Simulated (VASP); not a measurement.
Here is a VASP 6.6.1 calculation.

Contents of POSCAR:

```
In2O3
1.0
   -5.1442825144      5.1442825144      5.1442825144
    5.1442825144     -5.1442825144      5.1442825144
    5.1442825144      5.1442825144     -5.1442825144
In O
16 24
Direct
    0.2839120534      0.5339120534      0.7500000000
    0.7160879466      0.4660879466      0.2500000000
    0.0000000000      0.5000000000      0.0000000000
    0.0000000000      0.0000000000      0.5000000000
    0.7500000000      0.2839120534      0.5339120534
    0.2500000000      0.7160879466      0.4660879466
    0.7839120534      0.0339120534      0.7500000000
    0.2160879466      0.9660879466      0.2500000000
    0.5339120534      0.7500000000      0.2839120534
    0.7500000000      0.7839120534      0.0339120534
    0.5000000000      0.0000000000      0.0000000000
    0.5000000000      0.5000000000      0.5000000000
    0.2500000000      0.2160879466      0.9660879466
    0.4660879466      0.2500000000      0.7160879466
    0.9660879466      0.2500000000      0.2160879466
    0.0339120534      0.7500000000      0.7839120534
    0.5369998966      0.7721351770      0.5442245939
    0.7721351770      0.5442245939      0.5369998966
    0.5072246974      0.2351352805      0.9630001034
    0.7720894169      0.7278648230      0.2648647195
    0.2278648230      0.4557754061      0.4630001034
    0.2720894169      0.0072246974      0.0442245939
    0.4557754061      0.4630001034      0.2278648230
    0.9557754061      0.7279105831      0.9927753026
    0.7351352805      0.2279105831      0.2721351770
    0.9630001034      0.5072246974      0.2351352805
    0.2351352805      0.9630001034      0.5072246974
    0.0442245939      0.2720894169      0.0072246974
    0.0369998966      0.4927753026      0.7648647195
    0.7279105831      0.9927753026      0.9557754061
    0.2721351770      0.7351352805      0.2279105831
    0.9927753026      0.9557754061      0.7279105831
    0.7278648230      0.2648647195      0.7720894169
    0.2648647195      0.7720894169      0.7278648230
    0.2279105831      0.2721351770      0.7351352805
    0.4927753026      0.7648647195      0.0369998966
    0.0072246974      0.0442245939      0.2720894169
    0.7648647195      0.0369998966      0.4927753026
    0.5442245939      0.5369998966      0.7721351770
    0.4630001034      0.2278648230      0.4557754061
```

The input INCAR.step1:

```
PREC = Accurate
ENCUT = 520
EDIFF = 1E-5
ISMEAR = 0
SIGMA = 0.01
LREAL = Auto
LASPH = True
NELM = 120
ALGO = Normal
ISIF = 2
LWAVE = True
LCHARG = False
GGA = PE
NBANDS = 202
GGA_COMPAT = False
```

INCAR.step2

```
PREC = Accurate
ENCUT = 520
EDIFF = 1E-6
ISMEAR = 0
SIGMA = 0.01
LREAL = Auto
LASPH = True
NELM = 120
ALGO = Normal
ISIF = 2
LWAVE = False
LCHARG = False
GGA = PE
LHFCALC = True
AEXX = 0.25
PRECFOCK = Fast
ISTART = 1
NBANDS = 202
GGA_COMPAT = False
```

KPOINTS

```
regular mesh
0
Gamma
  1 1 1
```

Potentials or basis: VASP PAW PBE potentials, release 64 (In_d, O).

Command:

```console
$ cat potpaw_PBE.64/In_d/POTCAR potpaw_PBE.64/O/POTCAR > POTCAR
$ cp INCAR.step1 INCAR
$ mpirun -np 1 vasp_gam > vasp.out
$ cp INCAR.step2 INCAR
$ mpirun -np 1 vasp_gam > vasp.out
```

Estimate the pressure.

-7.4 GPa.

Estimate the band gap on the k mesh.

3.22 eV.

Forces in eV/Å, atoms in the order of the input:
```
In   0.000  0.000  0.039
In   0.000  0.000 -0.039
In   0.000  0.000  0.000
In   0.000  0.000  0.000
In   0.039  0.000  0.000
In  -0.039  0.000  0.000
In   0.000  0.000  0.039
In   0.000  0.000 -0.039
In   0.000  0.039  0.000
In   0.039  0.000  0.000
In   0.000  0.000  0.000
In   0.000  0.000  0.000
In  -0.039  0.000  0.000
In   0.000 -0.039  0.000
In   0.000 -0.039  0.000
In   0.000  0.039  0.000
O   -0.071 -0.054  0.028
O   -0.054  0.028 -0.071
O    0.054 -0.028 -0.071
O    0.071 -0.054 -0.028
O    0.054 -0.028  0.071
O   -0.071 -0.054 -0.028
O   -0.028  0.071  0.054
O    0.028  0.071  0.054
O    0.028 -0.071  0.054
O   -0.071  0.054 -0.028
O   -0.028 -0.071  0.054
O   -0.028 -0.071 -0.054
O    0.071 -0.054  0.028
O    0.071  0.054  0.028
O    0.054  0.028 -0.071
O    0.054  0.028  0.071
O   -0.054 -0.028  0.071
O   -0.028  0.071 -0.054
O   -0.071  0.054  0.028
O   -0.054  0.028  0.071
O   -0.054 -0.028 -0.071
O    0.028  0.071 -0.054
O    0.028 -0.071 -0.054
O    0.071  0.054 -0.028
```

Caveat: the k points lie up to 0.86 Å⁻¹ apart; the PAW data sets were made with another functional, which shifts forces and pressure a little; spin-orbit coupling is left out, which moves the levels of the heavy elements; an odd mesh through Γ misses points on the zone boundary, where band edges can lie.
